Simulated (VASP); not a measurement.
# MoS2 (R-3m) in VASP: single point with PBE+D3(BJ)

Aim: the single point of MoS2 with PBE+D3(BJ).

Everything below comes from runs of VASP 6.6.1. Logs are shortened: lines on timing, memory, paths and dates and some standing lists are left out, and cuts for length are marked.

**1. The cell of the first run**

Symmetry: R-3m, No. 166, trigonal system. Conventional cell: a = 3.133 Å, b = 3.133 Å, c = 17.877 Å, α = 90.00°, β = 90.00°, γ = 120.00°. Within 3.2 Å of Mo (site symmetry -3m) lie 6 S at 2.42 Å and 6 Mo at 3.13 Å. Within 3.3 Å of S (site symmetry 3m) lie 3 Mo at 2.42 Å and 9 S at 3.13 to 3.29 Å.

**2. Single point, PBE+D3(BJ)**

Input file INCAR:

```
  ALGO = Normal
  EDIFF = 1E-6
  ENCUT = 500
  GGA = PE
  GGA_COMPAT = False
  ISIF = 2
  ISMEAR = 0
  IVDW = 12
  LASPH = True
  LCHARG = True
  LELF = True
  LREAL = False
  LVHAR = True
  LWAVE = False
  NBANDS = 20
  NELM = 120
  PREC = Accurate
  SIGMA = 0.15
```

Input file KPOINTS:

```
k-points
0
Gamma
  18 18 18
```

Input file POSCAR:

```
MoS2
1.0
    1.5667288575      0.9045513276      5.9589013495
   -1.5667288575      0.9045513276      5.9589013495
    0.0000000000     -1.8091026552      5.9589013495
Mo S
1 2
Direct
    0.0000000000      0.0000000000      0.0000000000
    0.7563304588      0.7563304588      0.7563304588
    0.2436695412      0.2436695412      0.2436695412
```

Potentials or basis: VASP PAW PBE potentials, release 64 (Mo_sv, S).

Launch:

```bash
$ cat potpaw_PBE.64/Mo_sv/POTCAR potpaw_PBE.64/S/POTCAR > POTCAR
$ mpirun -np 1 vasp_std > vasp.out
```

OUTCAR:

```text
EDIFF = 1E-6
   ENCUT = 500
   GGA = PE
   ISIF = 2
   ISMEAR = 0
   IVDW = 12
   LASPH = True
   LREAL = False
   NELM = 120
   PREC = Accurate
 IVDW          = 12

 ion  position               nearest neighbor table
   1  0.000  0.000  0.000-   2 2.42   3 2.42   2 2.42   2 2.42   3 2.42   3 2.42
   2  0.756  0.756  0.756-   1 2.42   1 2.42   1 2.42
   3  0.244  0.244  0.244-   1 2.42   1 2.42   1 2.42

  LATTYP: Found a trigonal (rhomboedric) cell.
 ALAT       =     6.2274680015
 COS(alpha) =     0.8734113782

  Lattice vectors:

 A1 = (   1.5667288575,   0.9045513276,   5.9589013495)
 A2 = (  -1.5667288575,   0.9045513276,   5.9589013495)
 A3 = (   0.0000000000,  -1.8091026552,   5.9589013495)

Analysis of symmetry for initial positions (statically):
=====================================================================
 Subroutine PRICEL returns:
 Original cell was already a primitive cell.

 Routine SETGRP: Setting up the symmetry group for a
 trigonal (rhombohedral) supercell.

 Subroutine GETGRP returns: Found 12 space group operations
 (whereof 12 operations were pure point group operations)
 out of a pool of 12 trial point group operations.

The static configuration has the point symmetry D_3d.

Analysis of symmetry for dynamics (positions and initial velocities):
=====================================================================
 Subroutine PRICEL returns:
 Original cell was already a primitive cell.

 Routine SETGRP: Setting up the symmetry group for a
 trigonal (rhombohedral) supercell.

 Subroutine GETGRP returns: Found 12 space group operations
 (whereof 12 operations were pure point group operations)
 out of a pool of 12 trial point group operations.

The dynamic configuration has the point symmetry D_3d.

 Subroutine INISYM returns: Found 12 space group operations
 (whereof 12 operations are pure point group operations),
 and found     1 'primitive' translations

----------------------------------------------------------------------------------------

                                     Primitive cell

  volume of cell :      50.6693

  direct lattice vectors                    reciprocal lattice vectors
     1.566728858  0.904551328  5.958901349     0.319136268  0.184253410  0.055938723
[... 84 lines left out ...]
   LSORBIT =      F    spin-orbit coupling
   LASPH  =      T    aspherical Exc in radial PAW
   ENCUT  =  500.0 eV  36.75 Ry    6.06 a.u.  11.35 11.35 11.35*2*pi/ulx,y,z
   NELM   =    120;   NELMIN=  2; NELMDL= -5     # of ELM steps
   EDIFF  = 0.1E-05   stopping-criterion for ELM
   LREAL  =      F    real-space projection
   EDIFFG = 0.1E-04   stopping-criterion for IOM
   NSW    =      0    number of steps for IOM
   IBRION =     -1    ionic relax: 0-MD 1-quasi-New 2-CG
   NFREE  =      0    steps in history (QN), initial steepest desc. (CG)
   ISIF   =      2    stress and relaxation
   ISYM   =      2    0-nonsym 1-usesym 2-fastsym
   POTIM  = 0.5000    time-step for ionic-motion
   TEBEG  =    0.0;   TEEND  =   0.0 temperature during run
   PSTRESS=    0.0 pullay stress
   NELECT =      26.0000    total number of electrons
   NUPDOWN=      -1.0000    fix difference up-down
   EMIN   =  10.00;   EMAX   =-10.00  energy-range for DOS
   EFERMI =   0.00;   METHOD = LEGACY
   ISMEAR =     0;   SIGMA  =   0.15  broadening in eV -4-tet -1-fermi 0-gaus
   EFERMI_NEDOS =   21; number of points for ismear=-14 and -15
   IALGO  =     38    algorithm
   IMIX   =      4    mixing-type and parameters
     AMIX     =   0.40;   BMIX     =  1.00
     AMIX_MAG =   1.60;   BMIX_MAG =  1.00
  volume/ion in A,a.u.               =      16.89       113.98
  Fermi-wavevector in a.u.,A,eV,Ry     =   1.310643  2.476756 23.371888  1.717785
  Thomas-Fermi vector in A             =   2.441159
   LORBIT       =      0    0 simple, 1 ext, 2 COOP (PROOUT), +10 PAW based schemes
   GGA     = PE    functional components
   LHFCALC =     F    Hartree Fock is set to
   AEXX    =    0.0000 exact exchange contribution
   IVDW    =    12    specifies the selected vdW correction
   LEPSILON=     F    determine dielectric tensor
   LRPA    =     F    only Hartree local field effects (RPA)
 non-spin polarized calculation
 Gauss-broadening in eV      SIGMA  =   0.15
  energy-cutoff  :      500.00
  volume of cell :       50.67
 maximum number of plane-waves:      1308
 NGX is ok and might be reduce to    48
   NGX = 23   NGY = 23   NGZ = 23

 number of electron      26.0000001 magnetization

 Free energy of the ion-electron system (eV)
  ---------------------------------------------------
  ext. energy  EPLUGINS =         0.00000000
  ---------------------------------------------------
  free energy    TOTEN  =       -20.95247918 eV

  energy without entropy =      -20.94242625  energy(sigma->0) =      -20.94745272

 E-fermi :   8.3874     XC(G=0): -11.2183

 val. band max:        8.3867351379   @ k =  -0.3333   0.4444   0.2222
 cond. band min:       8.3928838007   @ k =  -0.2778   0.5000   0.2778
 fundamental gap:      0.0061486627
 Fermi energy:         8.3874469984

 k-point     1 :       0.0000    0.0000    0.0000
  band No.  band energies     occupation
      1     -53.2992      2.00000
      2     -27.3947      2.00000
      3     -27.2396      2.00000
      4     -27.2396      2.00000
      5      -6.8442      2.00000
      6      -5.1134      2.00000
[... 541 lines left out ...]
     19      16.2085      0.00000
     20      18.3666      0.00000

 [... further k-points ...]

------------------------ aborting loop because EDIFF is reached ----------------------------------------

 Edisp (eV)   -1.34909

 E8    (eV) :    -0.5445

  FORCE on cell =-STRESS in cart. coord.  units (eV):
  Direction    XX          YY          ZZ          XY          YZ          ZX
  --------------------------------------------------------------------------------------
  -------------------------------------------------------------------------------------
  Total      -0.01422    -0.01422    -0.03510     0.00000    -0.00000     0.00000
  in kB      -0.44975    -0.44975    -1.11002     0.00000    -0.00000     0.00000
  external pressure =       -0.67 kB  Pullay stress =        0.00 kB

 VOLUME and BASIS-vectors are now :
 -----------------------------------------------------------------------------
  energy-cutoff  :      500.00
  volume of cell :       50.67
      direct lattice vectors                 reciprocal lattice vectors
     1.566728858  0.904551328  5.958901349     0.319136268  0.184253410  0.055938723
    -1.566728858  0.904551328  5.958901349    -0.319136268  0.184253410  0.055938723
     0.000000000 -1.809102655  5.958901349     0.000000000 -0.368506820  0.055938723

 POSITION                                       TOTAL-FORCE (eV/Angst)
 -----------------------------------------------------------------------------------
      0.00000      0.00000      0.00000         0.000000     -0.000000      0.000000
      0.00000      0.00000     13.52070         0.000000     -0.000000     -0.013413
      0.00000      0.00000      4.35601         0.000000      0.000000      0.013413
 -----------------------------------------------------------------------------------
    total drift:                                0.000000      0.000000     -0.000000

  FREE ENERGIE OF THE ION-ELECTRON SYSTEM (eV)
  ---------------------------------------------------
  free  energy   TOTEN  =       -22.3015651763 eV

  energy  without entropy=      -22.2915122531  energy(sigma->0) =      -22.29653871
```

stdout:

```text
POSCAR found type information on POSCAR MoS
 POSCAR found :  2 types and       3 ions
 scaLAPACK will be used
 LDA part: xc-table for (Slater+PW92), standard interpolation
 POSCAR, INCAR and KPOINTS ok, starting setup
 FFT: planning ... GRIDC
 FFT: planning ... GRID_SOFT
 FFT: planning ... GRID
 WAVECAR not read
 entering main loop
```

Run time: 23 min. Hardware: 1 thread of Oxide Virtual Turin-like, shared host; peak memory 0.67 GiB.

What came out:

```
Free energy                : -22.3016 eV
Pressure                   : -0.1 GPa
Largest force              : 0.013 eV/Å
Band gap on the k mesh     : zero (bands 13 and 14 overlap by 0.54 eV)
Dispersion energy per atom : -0.450 eV
```

Forces on the atoms (eV/Å):
```
Mo   0.000  0.000  0.000
S    0.000  0.000 -0.013
S    0.000  0.000  0.013
```

Levels at points of the mesh, in eV from the Fermi level:
```tsv
k point	band 10	band 11	band 12	band 13	band 14	band 15	band 16	band 17
(0.00, 0.00, 0.00)	-1.57	-1.43	-0.80	-0.80	0.06	0.06	3.17	3.17
(0.50, 0.00, 0.00)	-4.02	-2.73	-2.01	-1.28	1.37	2.16	3.08	3.97
(0.50, 0.50, 0.00)	-3.87	-2.83	-2.49	-1.69	1.37	1.80	3.79	4.71
(0.50, 0.50, 0.50)	-3.66	-0.78	-0.78	-0.14	-0.14	-0.12	3.38	3.38
```
